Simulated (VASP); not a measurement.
# Be16CO in VASP: single point with PBE

Aim: the single point of Be16CO with PBE.

All numbers are computed with VASP 6.6.1; they aren't measurements. Logs are shortened: lines on timing, memory, paths and dates and some standing lists are left out, and cuts for length are marked.

## 1. The cell of the first run

The cell holds a slab with vacuum, 18 atoms: a = 4.525 Å, b = 4.525 Å, c = 23.476 Å, α = 90.00°, β = 90.00°, γ = 120.00°.

## 2. Single point, PBE

Contents of INCAR:

```
SYSTEM = Be16CO
PREC = Accurate ; ENCUT = 1000
EDIFF = 1E-6 ; ISMEAR = 0
SIGMA = 0.1 ; LREAL = Auto
LASPH = .TRUE. ; NELM = 120
ALGO = Normal ; ISIF = 2
LWAVE = .FALSE. ; LCHARG = .FALSE.
LDIPOL = .TRUE. ; IDIPOL = 3
DIPOL = 0.5 0.5 0.316 ; GGA = PE
NBANDS = 36 ; GGA_COMPAT = .FALSE.
NELMDL = -8
```

Contents of KPOINTS:

```
regular mesh
0
G
  6 6 1
  0 0 0
```

Contents of POSCAR:

```
Be16CO
1.0
    4.5254381410      0.0000000000      0.0000000000
   -2.2627190705      3.9191443934      0.0000000000
    0.0000000000      0.0000000000     23.4761687145
Be C O
16 1 1
Direct
    0.3333333333      0.1666666667      0.1703855535
    0.3333333333      0.6666666667      0.1703855535
    0.8333333333      0.1666666667      0.1703855535
    0.8333333333      0.6666666667      0.1703855535
    0.1666666667      0.3333333333      0.2463521558
    0.1666666667      0.8333333333      0.2463521558
    0.6666666667      0.3333333333      0.2463521558
    0.6666666667      0.8333333333      0.2463521558
    0.3333333333      0.1666666667      0.3241941575
    0.3333333333      0.6666666667      0.3241941575
    0.8333333333      0.1666666667      0.3241941575
    0.8333333333      0.6666666667      0.3241941575
    0.1666666667      0.3333333333      0.4036505628
    0.1666666667      0.8333333333      0.4036505628
    0.6666666667      0.3333333333      0.4036505628
    0.6666666667      0.8333333333      0.4036505628
    0.1666666667      0.3333333333      0.5301618363
    0.1666666667      0.3333333333      0.5795736468
```

Potentials or basis: VASP PAW PBE potentials, release 64 (Be, C_h, O_h).

On the command line:

```
$ cat potpaw_PBE.64/Be/POTCAR potpaw_PBE.64/C_h/POTCAR potpaw_PBE.64/O_h/POTCAR > POTCAR
$ mpirun -np 1 vasp_std > vasp.out
```

OUTCAR:

```text
SYSTEM = Be16CO
   PREC = Accurate
   ENCUT = 1000
   EDIFF = 1E-6
   ISMEAR = 0
   LREAL = Auto
   LASPH = .TRUE.
   NELM = 120
   ISIF = 2
   GGA = PE
   NELMDL = -8

 ion  position               nearest neighbor table
   1  0.333  0.167  0.170-   5 2.21   7 2.21   6 2.21   3 2.26   3 2.26   2 2.26   2 2.26   4 2.26
                             4 2.26
   2  0.333  0.667  0.170-   6 2.21   8 2.21   5 2.21   4 2.26   4 2.26   3 2.26   1 2.26   1 2.26
                             3 2.26
   3  0.833  0.167  0.170-   7 2.21   5 2.21   8 2.21   1 2.26   1 2.26   2 2.26   4 2.26   4 2.26
                             2 2.26
   4  0.833  0.667  0.170-   8 2.21   6 2.21   7 2.21   2 2.26   2 2.26   1 2.26   3 2.26   3 2.26
                             1 2.26
   5  0.167  0.333  0.246-   1 2.21   3 2.21   2 2.21   9 2.25  11 2.25  10 2.25   7 2.26   7 2.26
                             6 2.26   6 2.26   8 2.26   8 2.26
   6  0.167  0.833  0.246-   2 2.21   4 2.21   1 2.21  10 2.25  12 2.25   9 2.25   8 2.26   8 2.26
                             7 2.26   5 2.26   5 2.26   7 2.26
   7  0.667  0.333  0.246-   3 2.21   1 2.21   4 2.21  11 2.25   9 2.25  12 2.25   5 2.26   5 2.26
                             6 2.26   8 2.26   8 2.26   6 2.26
   8  0.667  0.833  0.246-   4 2.21   2 2.21   3 2.21  12 2.25  10 2.25  11 2.25   6 2.26   6 2.26
                             5 2.26   7 2.26   7 2.26   5 2.26
   9  0.333  0.167  0.324-   5 2.25   7 2.25   6 2.25  11 2.26  11 2.26  12 2.26  10 2.26  10 2.26
                            12 2.26  13 2.28  15 2.28  14 2.28
  10  0.333  0.667  0.324-   6 2.25   8 2.25   5 2.25  12 2.26  12 2.26   9 2.26   9 2.26  11 2.26
                            11 2.26  14 2.28  16 2.28  13 2.28
  11  0.833  0.167  0.324-   7 2.25   5 2.25   8 2.25   9 2.26   9 2.26  12 2.26  12 2.26  10 2.26
                            10 2.26  15 2.28  13 2.28  16 2.28
  12  0.833  0.667  0.324-   8 2.25   6 2.25   7 2.25  10 2.26  10 2.26  11 2.26  11 2.26   9 2.26
                             9 2.26  16 2.28  14 2.28  15 2.28
  13  0.167  0.333  0.404-  15 2.26  15 2.26  16 2.26  14 2.26  14 2.26  16 2.26   9 2.28  11 2.28
                            10 2.28
  14  0.167  0.833  0.404-  16 2.26  16 2.26  13 2.26  13 2.26  15 2.26  15 2.26  10 2.28  12 2.28
                             9 2.28
  15  0.667  0.333  0.404-  13 2.26  13 2.26  16 2.26  16 2.26  14 2.26  14 2.26  11 2.28   9 2.28
                            12 2.28
  16  0.667  0.833  0.404-  14 2.26  14 2.26  15 2.26  15 2.26  13 2.26  13 2.26  12 2.28  10 2.28
                            11 2.28
  17  0.167  0.333  0.530-  18 1.16
  18  0.167  0.333  0.580-  17 1.16

  LATTYP: Found a hexagonal cell.
 ALAT       =     4.5254381410
 C/A-ratio  =     5.1876012848

  Lattice vectors:

 A1 = (   4.5254381410,   0.0000000000,   0.0000000000)
 A2 = (  -2.2627190705,   3.9191443934,   0.0000000000)
 A3 = (   0.0000000000,   0.0000000000,  23.4761687145)

Analysis of symmetry for initial positions (statically):
=====================================================================
 Subroutine PRICEL returns:
 Original cell was already a primitive cell.

 Routine SETGRP: Setting up the symmetry group for a
 hexagonal supercell.

 Subroutine GETGRP returns: Found  6 space group operations
 (whereof  2 operations were pure point group operations)
 out of a pool of 24 trial point group operations.

The static configuration has the point symmetry C_1h.
 The point group associated with its full space group is C_3v.

Analysis of symmetry for dynamics (positions and initial velocities):
=====================================================================
 Subroutine PRICEL returns:
 Original cell was already a primitive cell.

 Routine SETGRP: Setting up the symmetry group for a
 hexagonal supercell.

 Subroutine GETGRP returns: Found  6 space group operations
 (whereof  2 operations were pure point group operations)
 out of a pool of 24 trial point group operations.

The dynamic configuration has the point symmetry C_1h.
 The point group associated with its full space group is C_3v.

 Subroutine INISYM returns: Found  6 space group operations
 (whereof  2 operations are pure point group operations),
 and found     1 'primitive' translations

----------------------------------------------------------------------------------------

                                     Primitive cell

  volume of cell :     416.3697

  direct lattice vectors                    reciprocal lattice vectors
[... 61 lines left out ...]
     0.000000000  0.000000000  0.042596388     0.000000000  0.000000000  1.000000000

  Length of vectors
     0.042526289  0.042526289  0.042596388

  Shift w.r.t. Gamma in fractional coordinates (k-lattice)
     0.000000000  0.000000000  0.000000000

 Subroutine IBZKPT returns following result:
 ===========================================

 Found      7 irreducible k-points:

 Following reciprocal coordinates:
            Coordinates               Weight
  0.000000  0.000000  0.000000      1.000000
  0.166667  0.000000  0.000000      6.000000
  0.333333  0.000000  0.000000      6.000000
  0.500000  0.000000  0.000000      3.000000
  0.166667  0.166667  0.000000      6.000000
  0.333333  0.166667  0.000000     12.000000
  0.333333  0.333333  0.000000      2.000000
   k-points           NKPTS =      7   k-points in BZ     NKDIM =      7   number of bands    NBANDS=     36
   number of dos      NEDOS =    301   number of ions     NIONS =     18
   total plane-waves  NPLWV = 576000
   dimension x,y,z NGX =    48 NGY =   48 NGZ =  250
   dimension x,y,z NGXF=    96 NGYF=   96 NGZF=  500
   ions per type =              16   1   1
   NGX,Y,Z   is equivalent  to a cutoff of  17.63, 17.63, 17.70 a.u.
   NGXF,Y,Z  is equivalent  to a cutoff of  35.27, 35.27, 35.41 a.u.
 SYSTEM =  Be16CO
   PREC   = accura    normal or accurate (medium, high low for compatibility)
   ISTART =      0    job   : 0-new  1-cont  2-samecut
   ICHARG =      2    charge: 1-file 2-atom 10-const
   ISPIN  =      1    spin polarized calculation?
   LNONCOLLINEAR =      F non collinear calculations
   LSORBIT =      F    spin-orbit coupling
   LASPH  =      T    aspherical Exc in radial PAW
   ENCUT  = 1000.0 eV  73.50 Ry    8.57 a.u.  11.67 11.67 60.53*2*pi/ulx,y,z
   NELM   =    120;   NELMIN=  2; NELMDL= -8     # of ELM steps
   EDIFF  = 0.1E-05   stopping-criterion for ELM
   LREAL  =      T    real-space projection
   EDIFFG = 0.1E-04   stopping-criterion for IOM
   NSW    =      0    number of steps for IOM
   IBRION =     -1    ionic relax: 0-MD 1-quasi-New 2-CG
   NFREE  =      0    steps in history (QN), initial steepest desc. (CG)
   ISIF   =      2    stress and relaxation
   ISYM   =      2    0-nonsym 1-usesym 2-fastsym
   POTIM  = 0.5000    time-step for ionic-motion
   TEBEG  =    0.0;   TEEND  =   0.0 temperature during run
   PSTRESS=    0.0 pullay stress
   NELECT =      42.0000    total number of electrons
   NUPDOWN=      -1.0000    fix difference up-down
   EMIN   =  10.00;   EMAX   =-10.00  energy-range for DOS
   EFERMI =   0.00;   METHOD = LEGACY
   ISMEAR =     0;   SIGMA  =   0.10  broadening in eV -4-tet -1-fermi 0-gaus
   EFERMI_NEDOS =   21; number of points for ismear=-14 and -15
   IALGO  =     38    algorithm
   IMIX   =      4    mixing-type and parameters
     AMIX     =   0.40;   BMIX     =  1.00
     AMIX_MAG =   1.60;   BMIX_MAG =  1.00
  volume/ion in A,a.u.               =      23.13       156.10
  Fermi-wavevector in a.u.,A,eV,Ry     =   0.762076  1.440115  7.901715  0.580760
  Thomas-Fermi vector in A             =   1.861457
   LORBIT       =      0    0 simple, 1 ext, 2 COOP (PROOUT), +10 PAW based schemes
   GGA     = PE    functional components
   LHFCALC =     F    Hartree Fock is set to
   AEXX    =    0.0000 exact exchange contribution
   IVDW    =     0    specifies the selected vdW correction
   LEPSILON=     F    determine dielectric tensor
   LRPA    =     F    only Hartree local field effects (RPA)
 non-spin polarized calculation
 Gauss-broadening in eV      SIGMA  =   0.10
  energy-cutoff  :     1000.00
  volume of cell :      416.37
 maximum number of plane-waves:     29968
 NGX is ok and might be reduce to    48
   NGX = 23   NGY = 23   NGZ =121

 dipolmoment           0.000000      0.000000      0.094641 electrons x Angstroem

 number of electron      42.0000000 magnetization

 dipolmoment           0.000000      0.000000     -0.022670 electrons x Angstroem

 Free energy of the ion-electron system (eV)
  ---------------------------------------------------
  ext. energy  EPLUGINS =         0.00000000
  ---------------------------------------------------
  free energy    TOTEN  =       -71.02625649 eV

  energy without entropy =      -70.97364204  energy(sigma->0) =      -70.99994926

 E-fermi :  -1.1986     XC(G=0):  -4.8341

 val. band max:       -1.2101470930   @ k =   0.3333   0.0000   0.0000
 cond. band min:      -1.1554923743   @ k =   0.3333   0.1667   0.0000
 fundamental gap:      0.0546547187
 Fermi energy:        -1.1986468151

 k-point     1 :       0.0000    0.0000    0.0000
  band No.  band energies     occupation
      1     -25.1878      2.00000
      2     -11.2325      2.00000
      3     -10.4450      2.00000
      4      -9.8503      2.00000
      5      -7.8100      2.00000
      6      -7.8100      2.00000
[... 241 lines left out ...]
     32       4.1376      0.00000
     33       4.3875      0.00000
 [bands above 33 left out]

------------------------ aborting loop because EDIFF is reached ----------------------------------------

 vacuum level on the upper side and lower side of the slab       (xc-potential included)        -0.214         0.024

  FORCE on cell =-STRESS in cart. coord.  units (eV):
  Direction    XX          YY          ZZ          XY          YZ          ZX
  --------------------------------------------------------------------------------------
  -------------------------------------------------------------------------------------
  Total       -6.8671549     -6.8671549     -1.5826459     -0.0000000      0.0000000     -0.0000000
  in kB      -26.4245931    -26.4245931     -6.0899708     -0.0000000      0.0000000     -0.0000000
  external PRESSURE =     -19.6463857 kB  Pullay stress =       0.0000000 kB

 VOLUME and BASIS-vectors are now :
 -----------------------------------------------------------------------------
  energy-cutoff  :     1000.00
  volume of cell :      416.37
      direct lattice vectors                 reciprocal lattice vectors
     4.525438141  0.000000000  0.000000000     0.220973079  0.127578867  0.000000000
    -2.262719071  3.919144393  0.000000000     0.000000000  0.255157733  0.000000000
     0.000000000  0.000000000 23.476168715     0.000000000  0.000000000  0.042596388

 POSITION                                       TOTAL-FORCE (eV/Angst)
 -----------------------------------------------------------------------------------
      1.13136      0.65319      4.00000         0.001393     -0.000804     -0.190785
     -0.00000      2.61276      4.00000         0.000000      0.001608     -0.190785
      3.39408      0.65319      4.00000        -0.001393     -0.000804     -0.190785
      2.26272      2.61276      4.00000         0.000000     -0.000000     -0.202596
      0.00000      1.30638      5.78340         0.000000     -0.000000      0.281572
     -1.13136      3.26595      5.78340         0.002014      0.001163      0.247571
[... 10 lines left out ...]
      0.00000      1.30638     12.44617         0.000000     -0.000000      2.526923
      0.00000      1.30638     13.60617         0.000000     -0.000000     -2.355438
 -----------------------------------------------------------------------------------
    total drift:                               -0.000000      0.000000     -0.043301

  FREE ENERGIE OF THE ION-ELECTRON SYSTEM (eV)
  ---------------------------------------------------
  free  energy   TOTEN  =       -71.0262564859 eV

  energy  without entropy=      -70.9736420368  energy(sigma->0) =      -70.99994926

 vacuum level on the upper side and lower side of the slab         3.823         4.056
```

Run time: 15 min. Hardware: 1 thread of Intel Xeon Platinum 8259CL at 2.50GHz (Skylake/Cascade Lake), shared host; peak memory 1.1 GiB.

Results:

```
Free energy            : -71.0263 eV
Largest force          : 2.527 eV/Å
Band gap on the k mesh : zero (bands 21 and 22 overlap by 2.27 eV)
```

Forces in eV/Å, atoms in the order of the input:
```
Be   0.001 -0.001 -0.191
Be   0.000  0.002 -0.191
Be  -0.001 -0.001 -0.191
Be   0.000  0.000 -0.203
Be   0.000  0.000  0.282
Be   0.002  0.001  0.248
Be   0.000 -0.002  0.248
Be  -0.002  0.001  0.248
Be   0.049 -0.028 -0.027
Be   0.000  0.057 -0.027
Be  -0.049 -0.028 -0.027
Be   0.000  0.000 -0.092
Be   0.000  0.000  0.148
Be   0.008  0.005 -0.132
Be   0.000 -0.009 -0.132
Be  -0.008  0.005 -0.132
C    0.000  0.000  2.527
O    0.000  0.000 -2.355
```

The gap in the log of VASP goes by the Fermi energy; the results here count the filled bands.